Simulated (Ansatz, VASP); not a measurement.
## One calculation of Ti, two programs

The input INCAR:

```
SYSTEM = Ti
ALGO     = Fast           ! electronic algorithm
EDIFF    = 1E-6           ! SCF threshold, eV
ENCUT    = 520            ! plane-wave cutoff, eV
GGA      = PS             ! functional
ISIF     = 2              ! what is computed and relaxed
ISMEAR   = 0              ! smearing method
LASPH    = .TRUE.         ! aspherical terms in the spheres
LCHARG   = .TRUE.         ! write CHGCAR
LELF     = .TRUE.         ! ELF
LREAL    = .FALSE.        ! projectors in reciprocal space
LVHAR    = .TRUE.       
LWAVE    = .FALSE.        ! write WAVECAR
NBANDS   = 19             ! bands
NELM     = 60             ! most SCF steps
PREC     = Accurate       ! precision mode
SIGMA    = 0.15           ! smearing width, eV
```

The input KPOINTS:

```
k-points
0
G
  14 14 14
  0 0 0
```

Contents of POSCAR:

```
Ti
1.0
    0.0000000000     -3.2099008398      0.0000000000
   -3.2099008398      0.0000000000      0.0000000000
    0.0000000000      0.0000000000     -3.2099008398
Ti
2
Direct
    0.5114645286      0.5343935858      0.5000000000
   -0.0114645286     -0.0343935858      0.0000000000
```

Input for Ansatz:

```yaml
crystal:
  lattice:
    - [0.0, -3.2099008398, 0.0]
    - [-3.2099008398, 0.0, 0.0]
    - [0.0, 0.0, -3.2099008398]
  atoms:
    - { symbol: Ti, position: [0.5114645286, 0.5343935858, 0.5] }
    - { symbol: Ti, position: [-0.0114645286, -0.0343935858, 0.0] }
basis:
  ecutwfc: 520.0
kpoints:
  mp_grid: { grid: [14, 14, 14] }
hamiltonian:
  xc: pbesol
  pseudopotentials: { kind: paw, azcp: { folder: soft_1 } }
scf:
  occupations: { method: gaussian, width: 0.15 }
output:
  forces: true
  stress: true
  eigenvalues: true
  write_density: true
  write_potential: true
  elf: true
  volumetric_format: npy
```

Change from the starting cell: mode 4 frozen in at -0.110 Å and mode 5 at -0.037 Å (largest displacements).

Alike in both runs: task single point; functional PBEsol; k mesh 14 × 14 × 14; occupations gaussian, width 0.15 eV; no spin polarisation.

|  | VASP | Ansatz |
| --- | --- | --- |
| version | VASP 6.6.1 | Ansatz 0.2.0 |
| potentials or method | VASP PAW PBE potentials, release 64 (Ti_sv), cutoff 520 eV | scalar-relativistic, plane waves, PAW |
| valence electrons in the cell | 24 | 24 |

Ansatz gave:

| Quantity | Value |
| --- | --- |
| gap on the k mesh at the Fermi level (eV) | none |
| pressure (GPa) | 1.5 |
| traceless stress, the component that is largest in VASP (GPa) | 1.04 |
| rms of the force components (eV/Å) | 0.696 |

Question: Estimate VASP's values.

Answer: gap on the k mesh at the Fermi level (eV): none; pressure (GPa): 1.2; traceless stress, the component that is largest in VASP (GPa): 1.06; rms of the force components (eV/Å): 0.697.

VASP's potentials were made for PBE, not for PBEsol, and Ansatz warns of the same on its side. Atom by atom the forces differ by 0.001 eV/Å (rms over components). A gap of «none» marks a metal or a gap that the smearing closes. The functional is the same, so the differences come from potentials, cutoffs and numerics.
